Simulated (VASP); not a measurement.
Input of a VASP 6.6.1 run:

The input INCAR:

```
SYSTEM = Ga
ALGO     = Normal         ! electronic algorithm
EDIFF    = 1E-6           ! SCF threshold, eV
ENCUT    = 520            ! plane-wave cutoff, eV
ISIF     = 2              ! what is computed and relaxed
ISMEAR   = -1             ! smearing method
LASPH    = .TRUE.         ! aspherical terms in the spheres
LCHARG   = .TRUE.         ! write CHGCAR
LELF     = .TRUE.         ! ELF
LREAL    = .FALSE.        ! projectors in reciprocal space
LVHAR    = .TRUE.       
LWAVE    = .FALSE.        ! write WAVECAR
NBANDS   = 12             ! bands
NELM     = 100            ! most SCF steps
PREC     = Accurate       ! precision mode
SIGMA    = 0.08           ! smearing width, eV
```

Contents of KPOINTS:

```
k-points
0
G
  17 17 17
  0 0 0
```

File POSCAR:

```
Ga
1.0
   -1.6325813546      1.6325813546      1.6325813546
    1.6325813546     -1.6325813546      1.6325813546
    1.6325813546      1.6325813546     -1.6325813546
Ga
1
Direct
    0.0000000000      0.0000000000      0.0000000000
```

Potentials or basis: VASP PAW LDA potentials, release 64 (Ga_d).

The run is started by

```sh
$ cat potpaw_LDA.64/Ga_d/POTCAR > POTCAR
$ mpirun -np 1 vasp_std > vasp.out
```

(1) What does it give for the pressure?

(2) What does it give for the band gap on the k mesh?

## Answers

(1) 0.1 GPa.

(2) zero (an odd number of electrons rules out a gap without spin polarisation).
